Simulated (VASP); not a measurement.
Input of a VASP 6.6.1 run:

File POSCAR:

```
Si
1.0
    0.0000000000      2.7135600000      2.7135600000
    2.7135600000      0.0000000000      2.7135600000
    2.7135600000      2.7135600000      0.0000000000
Si
2
Direct
    0.7500000000      0.7500000000      0.7500000000
    0.5000000000      0.5000000000      0.5000000000
```

File INCAR.step1:

```
SYSTEM = Si
  PREC = Accurate
  ENCUT = 550
  ISMEAR = -1
  SIGMA = 0.1
  LREAL = .False.
  LASPH = .True.
  NELM = 120
  NBANDS = 11
  GGA = PE
  ALGO = Normal
  EDIFF = 1E-5
  LWAVE = .True.
  LCHARG = .False.
  GGA_COMPAT = .False.
```

The input INCAR.step2:

```
SYSTEM = Si
  PREC = Accurate
  ENCUT = 550
  EDIFF = 1E-6
  ISMEAR = -1
  SIGMA = 0.1
  LREAL = .False.
  LASPH = .True.
  NELM = 120
  ALGO = Normal
  ISIF = 2
  LWAVE = .False.
  LCHARG = .False.
  METAGGA = R2SCAN
  LMIXTAU = .True.
  NBANDS = 11
  ISTART = 1
  GGA_COMPAT = .False.
```

Contents of KPOINTS:

```
regular mesh
0
Gamma
  5 5 5
  0 0 0
```

Potentials or basis: VASP PAW PBE potentials, release 64 (Si).

Command:

```sh
$ cat potpaw_PBE.64/Si/POTCAR > POTCAR
$ cp INCAR.step1 INCAR
$ mpirun -np 1 vasp_std > vasp.out
$ cp INCAR.step2 INCAR
$ mpirun -np 1 vasp_std > vasp.out
```

Q: What does it give for the band gap on the k mesh?

A: 0.77 eV, indirect (least direct gap 2.76 eV).

Q: Estimate the pressure.

A: 0.9 GPa.

Caveat: the PAW data sets were made with another functional, which shifts forces and pressure a little. A k mesh can miss the band edges.
